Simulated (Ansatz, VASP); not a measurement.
Ag: VASP beside Ansatz

Contents of INCAR:

```
SYSTEM = Ag
PREC = Accurate
ENCUT = 500
EDIFF = 1E-6
ISMEAR = 0
SIGMA = 0.1
LREAL = .FALSE.
LASPH = .TRUE.
NELM = 200
ALGO = Normal
ISIF = 2
LWAVE = .FALSE.
LCHARG = .FALSE.
LMAXMIX = 4
LDAU = .TRUE.
LDAUTYPE = 1
LDAUL = 2
LDAUU = 6.3
LDAUJ = 0.63
LDAUPRINT = 1
GGA = PE
NBANDS = 18
GGA_COMPAT = .FALSE.
```

KPOINTS

```
regular mesh
0
G
  6 6 4
  0 0 0
```

The input POSCAR:

```
Ag
1.0
    2.9222991408      0.0000000000      0.0000000000
   -1.4611495704      2.5307852934      0.0000000000
    0.0000000000      0.0000000000      4.7016618100
Ag
2
Direct
    0.3333333333      0.6666666667      0.2500000000
    0.6666666667      0.3333333333      0.7500000000
```

Input for Ansatz:

```yaml
crystal:
  lattice:
    - [2.9222991408, 0.0, 0.0]
    - [-1.4611495704, 2.5307852934, 0.0]
    - [0.0, 0.0, 4.70166181]
  atoms:
    - { symbol: Ag, position: [0.3333333333, 0.6666666667, 0.25] }
    - { symbol: Ag, position: [0.6666666667, 0.3333333333, 0.75] }
basis:
  ecutwfc: 420
kpoints:
  mp_grid: { grid: [6, 6, 4] }
hamiltonian:
  xc: pbe
  hubbard:
    sites: [{ species: Ag, l: d, u: 6.3, j: 0.63 }]
    projectors: ortho-atomic
scf:
  occupations: { method: gaussian, width: 0.1 }
  max_iter: 91
output:
  forces: true
  stress: true
  eigenvalues: true
```

Alike in both runs: task single point; functional PBE; k mesh 6 × 6 × 4; occupations gaussian, width 0.1 eV; no spin polarisation; Hubbard terms Ag d U = 6.3 eV, J = 0.63 eV.

|  | VASP | Ansatz |
| --- | --- | --- |
| version | VASP 6.6.1 | Ansatz 0.2.0 |
| potentials or method | VASP PAW PBE potentials, release 64 (Ag), cutoff 500 eV | scalar-relativistic, plane waves, PAW |
| valence electrons in the cell | 22 | 38 |

Ansatz gave:

| Property | Result |
| --- | --- |
| gap on the k mesh at the Fermi level (eV) | none |
| pressure (GPa) | 6.5 |
| traceless stress, the component that is largest in VASP (GPa) | -1.35 |

**Question.** What did VASP give for the same quantities?

**Answer.** gap on the k mesh at the Fermi level (eV): none; pressure (GPa): 2.1; traceless stress, the component that is largest in VASP (GPa): -1.36.

The programs project onto different local orbitals, so the same U acts differently, and such runs can settle in different states. A gap of «none» marks a metal or a gap that the smearing closes. VASP's potentials hold 22 valence electrons a cell and Ansatz's 38, so a difference there can come from the potentials and not from the codes. Ansatz's warnings: filled band counts differ across k points.

The k mesh is coarse, so the values compare programs but aren't converged.
